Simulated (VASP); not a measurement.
The system is Al.

```
Al
1.0
     0.00000    2.78500    2.78500
     2.78500    0.00000    2.78500
     2.78500    2.78500    0.00000
Al
2
Direct
  0.00000 0.00000 0.00000
  0.25000 0.25000 0.25000
```

This isn't the form of Al at room conditions, which is fcc.

- Program: VASP 6.6.1
- Task: relaxation of cell and atoms
- Functional: PBE
- Potentials or basis: VASP PAW PBE potentials, release 64 (Al)
- Cutoff: 500 eV
- k mesh: 7 × 7 × 7
- Occupations: methfessel-paxton, width 0.1 eV
- Spin: no spin polarisation

At the start: pressure 15.2 GPa; volume 21.60 Å³/atom.

Question: How do energy, volume and symmetry change on relaxing?

Answer: Over 5 steps the energy falls by 233.9 meV/atom and the volume is 27.62 Å³/atom (+27.8 %); space group Fd-3m (No. 227, to 0.1 Å) before and after.

The path:
```csv
step,energy change (eV),largest force (eV/Å),pressure (GPa),volume (Å³)
1,0.0000,0.0000,15.23,43.20
2,-0.4586,0.0000,-1.33,57.36
3,-0.4678,0.0000,0.10,55.07
4,-0.4678,0.0000,-0.07,55.33
5,-0.4678,0.0000,-0.01,55.23
```

Final structure:
```
Al
1.0
     0.00000    3.02265    3.02265
     3.02265    0.00000    3.02265
     3.02265    3.02265    0.00000
Al
2
Direct
  0.00000 0.00000 0.00000
  0.25000 0.25000 0.25000
```

Caveat: the volume moved by over 15 % at a fixed basis, so the end points are rough.
